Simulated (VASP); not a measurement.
# C (R-3m) in VASP: further runs, part 2 of 2

VASP 6.6.1. The steps go on from the part before.

**3. Single point, PBEsol**

This run uses another cell than the first one, of 10.04 Å³/atom, 1.045 times its volume.

Input file INCAR:

```
SYSTEM = C
PREC = Accurate
ENCUT = 520
EDIFF = 1E-7
ISMEAR = -1
SIGMA = 0.1
LREAL = .False.
LASPH = .True.
NELM = 80
ALGO = Normal
ISIF = 2
LWAVE = .False.
LCHARG = .False.
GGA = PS
NBANDS = 16
```

Input file KPOINTS:

```
regular mesh
0
Gamma
  11 11 11
  0 0 0
```

Input file POSCAR:

```
C
1.0
    1.1993848694      0.6924647651      8.0555788009
   -1.1993848694      0.6924647651      8.0555788009
    0.0000000000     -1.3849305027      8.0555788009
C
4
Direct
    0.9128270000      0.9128270000      0.9128270000
    0.2461500000      0.2461500000      0.2461500000
    0.7538500000      0.7538500000      0.7538500000
    0.0871730000      0.0871730000      0.0871730000
```

Potentials or basis: VASP PAW PBE potentials, release 64 (C).

On the command line:

```sh
> cat potpaw_PBE.64/C/POTCAR > POTCAR
> mpirun -np 1 vasp_std > vasp.out
```

OUTCAR:

```text
SYSTEM = C
   PREC = Accurate
   ENCUT = 520
   EDIFF = 1E-7
   ISMEAR = -1
   LREAL = .False.
   LASPH = .True.
   NELM = 80
   ISIF = 2
   GGA = PS

 ion  position               nearest neighbor table
   1  0.913  0.913  0.913-   2 1.38   2 1.38   2 1.38
   2  0.246  0.246  0.246-   1 1.38   1 1.38   1 1.38
   3  0.754  0.754  0.754-   4 1.38   4 1.38   4 1.38
   4  0.087  0.087  0.087-   3 1.38   3 1.38   3 1.38

  LATTYP: Found a trigonal (rhomboedric) cell.
 ALAT       =     8.1737617615
 COS(alpha) =     0.9569371096

  Lattice vectors:

 A1 = (   1.1993848694,   0.6924647651,   8.0555788009)
 A2 = (  -1.1993848694,   0.6924647651,   8.0555788009)
 A3 = (   0.0000000000,  -1.3849305027,   8.0555788009)

Analysis of symmetry for initial positions (statically):
=====================================================================
 Subroutine PRICEL returns:
 Original cell was already a primitive cell.

 Routine SETGRP: Setting up the symmetry group for a
 trigonal (rhombohedral) supercell.

 Subroutine GETGRP returns: Found 12 space group operations
 (whereof 12 operations were pure point group operations)
 out of a pool of 12 trial point group operations.

The static configuration has the point symmetry D_3d.

Analysis of symmetry for dynamics (positions and initial velocities):
=====================================================================
 Subroutine PRICEL returns:
 Original cell was already a primitive cell.

 Routine SETGRP: Setting up the symmetry group for a
 trigonal (rhombohedral) supercell.

 Subroutine GETGRP returns: Found 12 space group operations
 (whereof 12 operations were pure point group operations)
 out of a pool of 12 trial point group operations.

The dynamic configuration has the point symmetry D_3d.

 Subroutine INISYM returns: Found 12 space group operations
 (whereof 12 operations are pure point group operations),
 and found     1 'primitive' translations

----------------------------------------------------------------------------------------

                                     Primitive cell

  volume of cell :      40.1425

  direct lattice vectors                    reciprocal lattice vectors
     1.199384869  0.692464765  8.055578801     0.416880363  0.240686020  0.041379201
    -1.199384869  0.692464765  8.055578801    -0.416880363  0.240686020  0.041379201
     0.000000000 -1.384930503  8.055578801     0.000000000 -0.481372041  0.041379172

  length of vectors
     8.173761761  8.173761761  8.173761822     0.483147220  0.483147220  0.483147263

  position of ions in fractional coordinates (direct lattice)
     0.912827000  0.912827000  0.912827000
     0.246150000  0.246150000  0.246150000
     0.753850000  0.753850000  0.753850000
     0.087173000  0.087173000  0.087173000

  ion indices of the primitive-cell ions
   primitive index   ion index
                 1           1
                 2           2
                 3           3
                 4           4

----------------------------------------------------------------------------------------

 KPOINTS: regular mesh

Automatic generation of k-mesh.
 Grid dimensions read from file:
 generate k-points for:   11   11   11

 Generating k-lattice:

  Cartesian coordinates                     Fractional coordinates (reciprocal lattice)
     0.037898215  0.021880547  0.003761746     0.090909091  0.000000000 -0.000000000
    -0.037898215  0.021880547  0.003761746     0.000000000  0.090909091 -0.000000000
     0.000000000 -0.043761095  0.003761743    -0.000000000 -0.000000000  0.090909091

  Length of vectors
     0.043922475  0.043922475  0.043922478

  Shift w.r.t. Gamma in fractional coordinates (k-lattice)
     0.000000000  0.000000000  0.000000000

 Subroutine IBZKPT returns following result:
 ===========================================

 Found    146 irreducible k-points:

 Following reciprocal coordinates:
            Coordinates               Weight
  0.000000  0.000000  0.000000      1.000000
  0.090909 -0.000000  0.000000      6.000000
  0.181818  0.000000  0.000000      6.000000
  0.272727 -0.000000 -0.000000      6.000000
  0.363636 -0.000000  0.000000      6.000000
  0.454545 -0.000000  0.000000      6.000000
[... 16 lines left out ...]
 -0.272727  0.181818  0.000000     12.000000
 -0.181818  0.181818  0.000000      6.000000
 [... further k-points ...]
   k-points           NKPTS =    146   k-points in BZ     NKDIM =    146   number of bands    NBANDS=     16
   number of dos      NEDOS =    301   number of ions     NIONS =      4
   total plane-waves  NPLWV = 262144
   dimension x,y,z NGX =    64 NGY =   64 NGZ =   64
   dimension x,y,z NGXF=   128 NGYF=  128 NGZF=  128
   ions per type =               4
   NGX,Y,Z   is equivalent  to a cutoff of  13.02, 13.02, 13.02 a.u.
   NGXF,Y,Z  is equivalent  to a cutoff of  26.03, 26.03, 26.03 a.u.
 SYSTEM =  C
   PREC   = accura    normal or accurate (medium, high low for compatibility)
   ISTART =      0    job   : 0-new  1-cont  2-samecut
   ICHARG =      2    charge: 1-file 2-atom 10-const
   ISPIN  =      1    spin polarized calculation?
   LNONCOLLINEAR =      F non collinear calculations
   LSORBIT =      F    spin-orbit coupling
   LASPH  =      T    aspherical Exc in radial PAW
   ENCUT  =  520.0 eV  38.22 Ry    6.18 a.u.  15.20 15.20 15.20*2*pi/ulx,y,z
   NELM   =     80;   NELMIN=  2; NELMDL= -5     # of ELM steps
   EDIFF  = 0.1E-06   stopping-criterion for ELM
   LREAL  =      F    real-space projection
   EDIFFG = 0.1E-05   stopping-criterion for IOM
   NSW    =      0    number of steps for IOM
   IBRION =     -1    ionic relax: 0-MD 1-quasi-New 2-CG
   NFREE  =      0    steps in history (QN), initial steepest desc. (CG)
   ISIF   =      2    stress and relaxation
   ISYM   =      2    0-nonsym 1-usesym 2-fastsym
   POTIM  = 0.5000    time-step for ionic-motion
   TEBEG  =    0.0;   TEEND  =   0.0 temperature during run
   PSTRESS=    0.0 pullay stress
   NELECT =      16.0000    total number of electrons
   NUPDOWN=      -1.0000    fix difference up-down
   EMIN   =  10.00;   EMAX   =-10.00  energy-range for DOS
   EFERMI =   0.00;   METHOD = LEGACY
   ISMEAR =    -1;   SIGMA  =   0.10  broadening in eV -4-tet -1-fermi 0-gaus
   EFERMI_NEDOS =   21; number of points for ismear=-14 and -15
   IALGO  =     38    algorithm
   IMIX   =      4    mixing-type and parameters
     AMIX     =   0.40;   BMIX     =  1.00
     AMIX_MAG =   1.60;   BMIX_MAG =  1.00
  volume/ion in A,a.u.               =      10.04        67.72
  Fermi-wavevector in a.u.,A,eV,Ry     =   1.204796  2.276733 19.749295  1.451532
  Thomas-Fermi vector in A             =   2.340510
   LORBIT       =      0    0 simple, 1 ext, 2 COOP (PROOUT), +10 PAW based schemes
   GGA     = PS    functional components
   LHFCALC =     F    Hartree Fock is set to
   AEXX    =    0.0000 exact exchange contribution
   IVDW    =     0    specifies the selected vdW correction
   LEPSILON=     F    determine dielectric tensor
   LRPA    =     F    only Hartree local field effects (RPA)
 non-spin polarized calculation
  energy-cutoff  :      520.00
  volume of cell :       40.14
 maximum number of plane-waves:      1109
 NGX is ok and might be reduce to    64
   NGX = 31   NGY = 31   NGZ = 31

 number of electron      16.0000000 magnetization

 Free energy of the ion-electron system (eV)
  ---------------------------------------------------
  ext. energy  EPLUGINS =         0.00000000
  ---------------------------------------------------
  free energy    TOTEN  =       -38.38401355 eV

  energy without entropy =      -38.38379392  energy(sigma->0) =      -38.38390373

 E-fermi :   3.5786     XC(G=0):  -9.3730

 val. band max:        2.9482303625   @ k =  -0.1818   0.4545   0.0909
 cond. band min:       4.2325264257   @ k =  -0.3636   0.3636   0.0000
 fundamental gap:      1.2842960632
 Fermi energy:         3.5786263982

 k-point     1 :       0.0000    0.0000    0.0000
  band No.  band energies     occupation
      1     -16.5857      2.00000
      2     -16.5189      2.00000
      3      -4.9673      2.00000
      4      -4.2623      2.00000
      5       0.6406      2.00000
      6       0.6406      2.00000
[... 8 lines left out ...]
     15      14.8443      0.00000
     16      16.0659      0.00000
[... 419 lines left out ...]
 k-point    24 :      -0.1818    0.1818    0.0000
  band No.  band energies     occupation
      1     -14.1516      2.00000
      2     -14.0964      2.00000
      3      -4.7867      2.00000
      4      -4.7750      2.00000
      5      -3.5603      2.00000
      6      -3.5514      2.00000
[... 8 lines left out ...]
     15      16.5786      0.00000
     16      16.6558      0.00000

 [... further k-points ...]
[... 5 lines left out ...]
  --------------------------------------------------------------------------------------
  -------------------------------------------------------------------------------------
  Total        7.4777198      7.4777179     -0.0073540      0.0000000      0.0000000      0.0000000
  in kB      298.4525693    298.4524935     -0.2935127      0.0000000      0.0000000      0.0000000
  external PRESSURE =     198.8705167 kB  Pullay stress =       0.0000000 kB

 VOLUME and BASIS-vectors are now :
 -----------------------------------------------------------------------------
  energy-cutoff  :      520.00
  volume of cell :       40.14
      direct lattice vectors                 reciprocal lattice vectors
     1.199384869  0.692464765  8.055578801     0.416880363  0.240686020  0.041379201
    -1.199384869  0.692464765  8.055578801    -0.416880363  0.240686020  0.041379201
     0.000000000 -1.384930503  8.055578801     0.000000000 -0.481372041  0.041379172

 POSITION                                       TOTAL-FORCE (eV/Angst)
 -----------------------------------------------------------------------------------
      0.00000     -0.00000     22.06005         0.000000     -0.000000      0.004128
      0.00000     -0.00000      5.94864         0.000000     -0.000000      0.012022
      0.00000     -0.00000     18.21809         0.000000      0.000000     -0.012022
      0.00000     -0.00000      2.10669         0.000000      0.000000     -0.004128
 -----------------------------------------------------------------------------------
    total drift:                               -0.000000     -0.000000      0.000000

  FREE ENERGIE OF THE ION-ELECTRON SYSTEM (eV)
  ---------------------------------------------------
  free  energy   TOTEN  =       -38.3840135482 eV

  energy  without entropy=      -38.3837939168  energy(sigma->0) =      -38.38390373
```

stdout:

```text
POSCAR found type information on POSCAR C
 POSCAR found :  1 types and       4 ions
 scaLAPACK will be used
 -----------------------------------------------------------------------------
|                                                                             |
|                                                                             |
|     You enforced a specific xc type in the INCAR file but a different       |
|     I HOPE YOU KNOW WHAT YOU ARE DOING!                                     |
|                                                                             |
 -----------------------------------------------------------------------------

 LDA part: xc-table for (Slater+PW92), standard interpolation
 POSCAR, INCAR and KPOINTS ok, starting setup
 FFT: planning ... GRIDC
 FFT: planning ... GRID_SOFT
 FFT: planning ... GRID
 WAVECAR not read
 entering main loop
```

It took 7.2 min on 1 thread of Intel Xeon 6975P-C (Granite Rapids), shared host; peak memory 0.54 GiB.

What came out:

```yaml
Free_energy: -38.3840 eV
Pressure: 19.9 GPa
Largest_force: 0.012 eV/Å
Band_gap_on_the_k_mesh: 1.28 eV, indirect (least direct gap 1.30 eV)
```

Forces on the atoms (eV/Å):
```
C    0.000  0.000  0.004
C    0.000  0.000  0.012
C    0.000  0.000 -0.012
C    0.000  0.000 -0.004
```

Caveat: the PAW data sets were made with another functional, which shifts forces and pressure a little.
